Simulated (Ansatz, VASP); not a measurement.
**InSb: VASP beside Ansatz**

```
In Sb
1.0
     0.00000    3.22496    3.22496
     3.22496    0.00000    3.22496
     3.22496    3.22496    0.00000
In Sb
1 1
Direct
  0.00000 0.00000 0.00000
  0.75000 0.75000 0.75000
```

Alike in both runs: task relaxation of cell and atoms; functional LDA; k mesh 12 × 12 × 12; occupations fermi-dirac, width 0.15 eV; no spin polarisation.

|  | VASP | Ansatz |
| --- | --- | --- |
| version | VASP 6.6.1 | Ansatz 0.2.0 |
| potentials or method | VASP PAW LDA potentials, release 64 (In_d, Sb), cutoff 500 eV | scalar-relativistic, plane waves, PAW |
| valence electrons in the cell | 18 | 28 |

Ansatz gave:

| Item | Value |
| --- | --- |
| gap on the k mesh at the Fermi level, each at its own relaxed structure (eV) | none |
| relaxed volume (Å³/atom) | 33.56 |
| relaxed cell length with the largest relative difference (Å) | 4.562 |

Which values does VASP return?

gap on the k mesh at the Fermi level, each at its own relaxed structure (eV): none; relaxed volume (Å³/atom): 33.63; relaxed cell length with the largest relative difference (Å): 4.565.

Ansatz warns that its potentials were made for another functional, while VASP's fit it. LDA's correlation is that of Perdew and Zunger in VASP and of Perdew and Wang (1992) in Ansatz. A gap of «none» marks a metal or a gap that the smearing closes. VASP's potentials hold 18 valence electrons a cell and Ansatz's 28, so a difference there can come from the potentials and not from the codes.

Spin-orbit coupling is off throughout.
